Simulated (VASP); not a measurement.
Here is a VASP 6.6.1 calculation.

The input POSCAR:

```
NaCl
1.0
    3.4595457890      0.0631367106      0.0000000000
    0.0631367106      3.4595457890      0.0000000000
    0.0000000000      0.0000000000      3.4595457890
Na Cl
1 1
Direct
    0.0000000000      0.0000000000      0.0000000000
    0.5000000000      0.5000000000      0.5000000000
```

The input INCAR.step1:

```
SYSTEM = NaCl
PREC = Accurate
ENCUT = 520
ISMEAR = 0
SIGMA = 0.01
LREAL = .False.
LASPH = .True.
NELM = 100
NBANDS = 14
GGA = PE
ALGO = Normal
EDIFF = 1E-4
LWAVE = .True.
LCHARG = .False.
```

The input INCAR.step2:

```
SYSTEM = NaCl
PREC = Accurate
ENCUT = 520
EDIFF = 1E-7
ISMEAR = 0
SIGMA = 0.01
LREAL = .False.
LASPH = .True.
NELM = 100
ALGO = Normal
ISIF = 2
LWAVE = .False.
LCHARG = .True.
METAGGA = R2SCAN
LMIXTAU = .True.
LELF = .True.
LVHAR = .True.
NBANDS = 14
ISTART = 1
```

KPOINTS

```
Automatic mesh
0
Gamma
  8 8 8
  0 0 0
```

Potentials or basis: VASP PAW PBE potentials, release 64 (Na_pv, Cl).

Run with:

```bash
$ cat potpaw_PBE.64/Na_pv/POTCAR potpaw_PBE.64/Cl/POTCAR > POTCAR
$ cp INCAR.step1 INCAR
$ mpirun -np 1 vasp_std > vasp.out
$ cp INCAR.step2 INCAR
$ mpirun -np 1 vasp_std > vasp.out
```

Estimate the band gap on the k mesh.

4.96 eV, indirect (least direct gap 5.44 eV).

Predict the pressure.

-0.2 GPa.

Stress tensor (GPa, compression positive):
```
-0.17  0.06  0.00
 0.06 -0.17  0.00
 0.00  0.00 -0.23
```

Caveat: the cell differs from its parent crystal (shear xy strain +3.6%); the PAW data sets were made with another functional, which shifts forces and pressure a little. A k mesh can miss the band edges.
